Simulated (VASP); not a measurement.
# Li in VASP: relaxation of the atoms with PBE+D3(BJ)

Aim: the relaxation of the atoms of Li with PBE+D3(BJ).

All numbers are computed with VASP 6.6.1; they aren't measurements. Logs are shortened: lines on timing, memory, paths and dates and some standing lists are left out, and cuts for length are marked.

## 1. The cell of the first run

The cell holds a slab with vacuum, 3 atoms: a = 2.880 Å, b = 2.880 Å, c = 18.702 Å, α = 90.00°, β = 90.00°, γ = 109.47°.

## 2. Relaxation of the atoms, PBE+D3(BJ)

File INCAR:

```
PREC     = Accurate       # precision mode
ENCUT    = 520            # plane-wave cutoff, eV
EDIFF    = 1E-6           # SCF threshold, eV
ISMEAR   = 0              # smearing method
SIGMA    = 0.1            # smearing width, eV
LREAL    = False          # projectors in reciprocal space
LASPH    = True           # aspherical terms in the spheres
NELM     = 100            # most SCF steps
ALGO     = Normal         # electronic algorithm
ISIF     = 2              # what is computed and relaxed
LWAVE    = False          # write WAVECAR
LCHARG   = False          # write CHGCAR
LDIPOL   = True         
IDIPOL   = 3            
DIPOL    = 0.5 0.5 0.500
GGA      = PE             # functional
IVDW     = 12             # dispersion correction
IBRION   = 2              # ionic algorithm
NSW      = 70             # ionic steps
EDIFFG   = -0.03          # ionic threshold
```

File KPOINTS:

```
Automatic mesh
0
Gamma
  11 11 1
```

File POSCAR:

```
Li
1.0
    2.8795791328      0.0000000000      0.0000000000
   -0.9598597109      2.7148932424      0.0000000000
    0.0000000000      0.0000000000     18.7023330330
Li
3
Selective dynamics
Direct
    0.5000000000      0.5000000000      0.3742848546  F F F
    0.0000000000      0.0000000000      0.5000000000  T T T
    0.5000000000      0.5000000000      0.6257151454  T T T
```

Potentials or basis: VASP PAW PBE potentials, release 64 (Li_sv).

On the command line:

```console
$ cat potpaw_PBE.64/Li_sv/POTCAR > POTCAR
$ mpirun -np 1 vasp_std > vasp.out
```

OUTCAR:

```text
PREC = Accurate
   ENCUT = 520
   EDIFF = 1E-6
   ISMEAR = 0
   LREAL = False
   LASPH = True
   NELM = 100
   ISIF = 2
   GGA = PE
   IVDW = 12
   IBRION = 2
   NSW = 70
   EDIFFG = -0.03
 IVDW          = 12

 ion  position               nearest neighbor table
   1  0.500  0.500  0.374-
   2  0.000  0.000  0.500-
   3  0.500  0.500  0.626-

  LATTYP: Found a base centered orthorhombic cell.
 ALAT       =     3.3250515750
 B/A-ratio  =     1.4142135623
 C/A-ratio  =     5.6246745685

  Lattice vectors:

 A1 = (   2.8795791328,   0.0000000000,   0.0000000000)
 A2 = (  -0.9598597109,   2.7148932424,   0.0000000000)
 A3 = (   0.0000000000,   0.0000000000,  18.7023330330)

Analysis of symmetry for initial positions (statically):
=====================================================================
 Subroutine PRICEL returns:
 Original cell was already a primitive cell.

 Routine SETGRP: Setting up the symmetry group for a
 base centered orthorhombic supercell.

 Subroutine GETGRP returns: Found  8 space group operations
 (whereof  8 operations were pure point group operations)
 out of a pool of  8 trial point group operations.

The static configuration has the point symmetry D_2h.

Analysis of symmetry for dynamics (positions and initial velocities):
=====================================================================
 Subroutine PRICEL returns:
 Original cell was already a primitive cell.

 Routine SETGRP: Setting up the symmetry group for a
 base centered orthorhombic supercell.

 Subroutine GETGRP returns: Found  8 space group operations
 (whereof  8 operations were pure point group operations)
 out of a pool of  8 trial point group operations.

The dynamic configuration has the point symmetry D_2h.

Analysis of constrained symmetry for selective dynamics:
=====================================================================
 Subroutine PRICEL returns:
 Original cell was already a primitive cell.

 Routine SETGRP: Setting up the symmetry group for a
 base centered orthorhombic supercell.

 Subroutine GETGRP returns: Found  4 space group operations
 (whereof  4 operations were pure point group operations)
 out of a pool of  8 trial point group operations.

The constrained configuration has the point symmetry C_2v.

 Subroutine INISYM returns: Found  4 space group operations
 (whereof  4 operations are pure point group operations),
 and found     1 'primitive' translations

----------------------------------------------------------------------------------------

                                     Primitive cell

  volume of cell :     146.2102

  direct lattice vectors                    reciprocal lattice vectors
     2.879579133  0.000000000  0.000000000     0.347272971  0.122779536  0.000000000
    -0.959859711  2.714893242  0.000000000     0.000000000  0.368338609  0.000000000
     0.000000000  0.000000000 18.702333033     0.000000000  0.000000000  0.053469265

  length of vectors
     2.879579133  2.879579133 18.702333033     0.368338609  0.368338609  0.053469265

  position of ions in fractional coordinates (direct lattice)
     0.500000000  0.500000000  0.374284855
     0.000000000  0.000000000  0.500000000
     0.500000000  0.500000000  0.625715145

  ion indices of the primitive-cell ions
   primitive index   ion index
                 1           1
                 2           2
                 3           3

----------------------------------------------------------------------------------------

 KPOINTS: Automatic mesh

Automatic generation of k-mesh.
 Grid dimensions read from file:
 generate k-points for:   11   11    1

 Generating k-lattice:

  Cartesian coordinates                     Fractional coordinates (reciprocal lattice)
     0.031570270  0.011161776  0.000000000     0.090909091  0.000000000  0.000000000
     0.000000000  0.033485328  0.000000000     0.000000000  0.090909091  0.000000000
     0.000000000  0.000000000  0.053469265     0.000000000  0.000000000  1.000000000

  Length of vectors
     0.033485328  0.033485328  0.053469265

  Shift w.r.t. Gamma in fractional coordinates (k-lattice)
     0.000000000  0.000000000  0.000000000

 Subroutine IBZKPT returns following result:
 ===========================================

 Found     36 irreducible k-points:

 Following reciprocal coordinates:
            Coordinates               Weight
  0.000000  0.000000  0.000000      1.000000
  0.090909 -0.000000  0.000000      4.000000
  0.181818  0.000000  0.000000      4.000000
  0.272727  0.000000  0.000000      4.000000
  0.363636  0.000000  0.000000      4.000000
  0.454545  0.000000  0.000000      4.000000
[... 16 lines left out ...]
 -0.272727  0.181818  0.000000      4.000000
 -0.181818  0.181818  0.000000      2.000000
 [... further k-points ...]
   k-points           NKPTS =     36   k-points in BZ     NKDIM =     36   number of bands    NBANDS=      8
   number of dos      NEDOS =    301   number of ions     NIONS =      3
   total plane-waves  NPLWV =  80640
   dimension x,y,z NGX =    24 NGY =   24 NGZ =  140
   dimension x,y,z NGXF=    48 NGYF=   48 NGZF=  280
   ions per type =               3
   NGX,Y,Z   is equivalent  to a cutoff of  13.86, 13.86, 12.44 a.u.
   NGXF,Y,Z  is equivalent  to a cutoff of  27.71, 27.71, 24.89 a.u.
 SYSTEM =  unknown system
   PREC   = accura    normal or accurate (medium, high low for compatibility)
   ISTART =      0    job   : 0-new  1-cont  2-samecut
   ICHARG =      2    charge: 1-file 2-atom 10-const
   ISPIN  =      1    spin polarized calculation?
   LNONCOLLINEAR =      F non collinear calculations
   LSORBIT =      F    spin-orbit coupling
   LASPH  =      T    aspherical Exc in radial PAW
   ENCUT  =  520.0 eV  38.22 Ry    6.18 a.u.   5.35  5.35 34.77*2*pi/ulx,y,z
   NELM   =    100;   NELMIN=  2; NELMDL= -5     # of ELM steps
   EDIFF  = 0.1E-05   stopping-criterion for ELM
   LREAL  =      F    real-space projection
   EDIFFG = -.3E-01   stopping-criterion for IOM
   NSW    =     70    number of steps for IOM
   IBRION =      2    ionic relax: 0-MD 1-quasi-New 2-CG
   NFREE  =      1    steps in history (QN), initial steepest desc. (CG)
   ISIF   =      2    stress and relaxation
   ISYM   =      2    0-nonsym 1-usesym 2-fastsym
   POTIM  = 0.5000    time-step for ionic-motion
   TEBEG  =    0.0;   TEEND  =   0.0 temperature during run
   PSTRESS=    0.0 pullay stress
   NELECT =       9.0000    total number of electrons
   NUPDOWN=      -1.0000    fix difference up-down
   EMIN   =  10.00;   EMAX   =-10.00  energy-range for DOS
   EFERMI =   0.00;   METHOD = LEGACY
   ISMEAR =     0;   SIGMA  =   0.10  broadening in eV -4-tet -1-fermi 0-gaus
   EFERMI_NEDOS =   21; number of points for ismear=-14 and -15
   IALGO  =     38    algorithm
   IMIX   =      4    mixing-type and parameters
     AMIX     =   0.40;   BMIX     =  1.00
     AMIX_MAG =   1.60;   BMIX_MAG =  1.00
  volume/ion in A,a.u.               =      48.74       328.89
  Fermi-wavevector in a.u.,A,eV,Ry     =   0.646393  1.221505  5.684835  0.417824
  Thomas-Fermi vector in A             =   1.714360
   LORBIT       =      0    0 simple, 1 ext, 2 COOP (PROOUT), +10 PAW based schemes
   GGA     = PE    functional components
   LHFCALC =     F    Hartree Fock is set to
   AEXX    =    0.0000 exact exchange contribution
   IVDW    =    12    specifies the selected vdW correction
   LEPSILON=     F    determine dielectric tensor
   LRPA    =     F    only Hartree local field effects (RPA)
 conjugate gradient relaxation of ions
 non-spin polarized calculation
 Gauss-broadening in eV      SIGMA  =   0.10
  energy-cutoff  :      520.00
  volume of cell :      146.21
 maximum number of plane-waves:      3975
 NGX is ok and might be reduce to    24
   NGX = 11   NGY = 11   NGZ = 69

--------------------------------------- Ionic step        1  -------------------------------------------

 number of electron       8.9999998 magnetization

 Free energy of the ion-electron system (eV)
  ---------------------------------------------------
  ext. energy  EPLUGINS =         0.00000000
  ---------------------------------------------------
  free energy    TOTEN  =        -5.19069558 eV

  energy without entropy =       -5.18633174  energy(sigma->0) =       -5.18851366

------------------------ aborting loop because EDIFF is reached ----------------------------------------

 Edisp (eV)   -0.39002

 E8    (eV) :    -0.1696

  FORCE on cell =-STRESS in cart. coord.  units (eV):
  Direction    XX          YY          ZZ          XY          YZ          ZX
  --------------------------------------------------------------------------------------
  -------------------------------------------------------------------------------------
  Total       0.25405     0.14515    -0.25232    -0.15401     0.00000     0.00000
  in kB       2.78392     1.59060    -2.76497    -1.68760     0.00000     0.00000
  external pressure =        0.54 kB  Pullay stress =        0.00 kB
[... 100 lines left out ...]
  FREE ENERGIE OF THE ION-ELECTRON SYSTEM (eV)
  ---------------------------------------------------
  free  energy   TOTEN  =        -5.5810267345 eV

  energy  without entropy=       -5.5766844785  energy(sigma->0) =       -5.57885561

 dipolmoment           0.000000      0.000000      0.000062 electrons x Angstroem

--------------------------------------- Ionic step        4  -------------------------------------------

 number of electron       8.9999996 magnetization

 dipolmoment           0.000000      0.000000     -0.000500 electrons x Angstroem

 Free energy of the ion-electron system (eV)
  ---------------------------------------------------
  ext. energy  EPLUGINS =         0.00000000
  ---------------------------------------------------
  free energy    TOTEN  =        -5.19043864 eV

  energy without entropy =       -5.18613033  energy(sigma->0) =       -5.18828448

 E-fermi :  -1.5947     XC(G=0):  -3.6538

 val. band max:       -1.7231511717   @ k =   0.3636   0.0909   0.0000
 cond. band min:      -1.5838010660   @ k =  -0.1818   0.1818   0.0000
 fundamental gap:      0.1393501057
 Fermi energy:        -1.5946892036

 k-point     1 :       0.0000    0.0000    0.0000
  band No.  band energies     occupation
      1     -48.4440      2.00000
      2     -48.4341      2.00000
      3     -47.9797      2.00000
      4      -5.0218      2.00000
      5      -3.9790      2.00000
      6      -2.3310      2.00000
      7      -1.3819      0.00262
      8       1.2479      0.00000
[... 243 lines left out ...]
 k-point    24 :      -0.1818    0.1818    0.0000
  band No.  band energies     occupation
      1     -48.4371      2.00000
      2     -48.4272      2.00000
      3     -47.9727      2.00000
      4      -4.3701      2.00000
      5      -3.3064      2.00000
      6      -1.5838      0.87762
      7      -0.4963      0.00000
      8       2.0537      0.00000

 [... further k-points ...]

------------------------ aborting loop because EDIFF is reached ----------------------------------------

 vacuum level on the upper side and lower side of the slab       (xc-potential included)        -0.024        -0.014

 Edisp (eV)   -0.39095

 E8    (eV) :    -0.1700

  FORCE on cell =-STRESS in cart. coord.  units (eV):
  Direction    XX          YY          ZZ          XY          YZ          ZX
  --------------------------------------------------------------------------------------
  -------------------------------------------------------------------------------------
  Total       0.25343     0.15162    -0.20873    -0.14399     0.00000     0.00000
  in kB       2.77715     1.66146    -2.28728    -1.57783     0.00000     0.00000
  external pressure =        0.72 kB  Pullay stress =        0.00 kB
[... 18 lines left out ...]
  FREE ENERGIE OF THE ION-ELECTRON SYSTEM (eV)
  ---------------------------------------------------
  free  energy   TOTEN  =        -5.5813869939 eV

  energy  without entropy=       -5.5770786841  energy(sigma->0) =       -5.57923284

 reached required accuracy - stopping structural energy minimisation

 vacuum level on the upper side and lower side of the slab         1.708         1.674
```

It took 82 s on 1 thread of Intel Xeon Platinum 8259CL at 2.50GHz (Skylake/Cascade Lake), shared host; peak memory 0.27 GiB.

What came out:

- Free energy: -5.5814 eV
- Energy gained by relaxing: 0.2 meV/atom
- Ionic steps: 4
- Band gap on the k mesh: zero (an odd number of electrons rules out a gap without spin polarisation)
- Dispersion energy per atom: -0.130 eV

Step by step:
```csv
step,energy change (eV),largest force on free atoms (eV/Å),pressure (GPa)
1,0.0000,0.0421,0.05
2,-0.0001,0.0404,0.06
3,-0.0003,0.0350,0.06
4,-0.0007,0.0245,0.07
```

Final structure:
```xyz
3
Lattice="2.8796 0.0000 0.0000 -0.9599 2.7149 0.0000 0.0000 0.0000 18.7023" Properties=species:S:1:pos:R:3 pbc="T T T"
Li    0.9599    1.3574    7.0000
Li    2.8796    0.0000    9.3512
Li    0.9599    1.3574   11.6820
```

Caveat: the cutoff is under 1.25 times the usual one of these potentials, so pressure, stress and relaxed cells hold a basis-set (Pulay) error.
